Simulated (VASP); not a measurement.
Runs of VASP 6.6.1 on Zr. The structure is that of space group P6_3/mmc (No. 194), or close to it. The cells are those of the table. 

```tsv
task	level	U	cell	cutoff (eV)	gap on the mesh (eV)	pressure (GPa)	relaxed volume (Å³/atom)
relaxation of cell and atoms	PBEsol+U	Zr d U = 4.0 eV	relaxed from a = 3.232, b = 3.232, c = 5.147 Å, angles 90.0, 90.0, 120.0°, 2 atoms	600	none	0.0	24.96
single point	PBEsol+U	Zr d U = 4.0 eV	a = 3.252, b = 3.252, c = 5.176 Å, angles 90.0, 90.0, 120.0°, 2 atoms	520	none	(a)	-
single point	PBEsol	-	a = 3.189, b = 3.189, c = 5.105 Å, angles 90.0, 90.0, 120.0°, 2 atoms	520	none	0.1	-
relaxation of cell and atoms	PBEsol	-	relaxed from a = 3.232, b = 3.232, c = 5.147 Å, angles 90.0, 90.0, 120.0°, 2 atoms	600	none	0.0	22.50
```

Alike in all rows: potentials or basis VASP PAW PBE potentials, release 64 (Zr_sv); no spin polarisation; k mesh 12 × 12 × 6; smearing fermi-dirac 0.05 eV.

Question: Estimate the missing entries.

Answer: (a) 5.4.

Caveats: the PAW data sets were made with another functional, which shifts forces and pressure a little; U without spin polarisation on a metal has little footing (some runs); the U is typed as a test and isn't derived for this compound (some runs).

A k mesh can miss the band edges, and the runs leave out spin-orbit coupling on Zr.

A gap of «none» marks levels without a gap at the run's occupations.
